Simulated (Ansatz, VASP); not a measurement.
## Tl in VASP and in Ansatz

```
CELL_PARAMETERS angstrom
0.00000 3.12443 3.12443
3.12443 0.00000 3.12443
3.12443 3.12443 0.00000
ATOMIC_POSITIONS crystal
Tl 0.87500 0.87500 0.87500
Tl 0.12500 0.12500 0.12500
```

Change from the starting cell: volume scaled by 0.75, LAPW.

Alike in both runs: task single point; functional PBEsol; k mesh 10 × 10 × 10; occupations fermi-dirac, width 0.1 eV; no spin polarisation.

|  | VASP | Ansatz |
| --- | --- | --- |
| version | VASP 6.6.1 | Ansatz 0.2.0 |
| potentials or method | VASP PAW PBE potentials, release 64 (Tl_d), cutoff 520 eV | all-electron LAPW, scalar-relativistic |

VASP gave:

| Property | Result |
| --- | --- |
| pressure (GPa) | 11.8 |

**Question.** Estimate Ansatz's values.

**Answer.** Pressure (GPa): 11.9.

VASP's potentials were made for PBE, not for PBEsol. Ansatz ran all-electron here, and VASP with PAW potentials.

Spin-orbit coupling is off throughout.
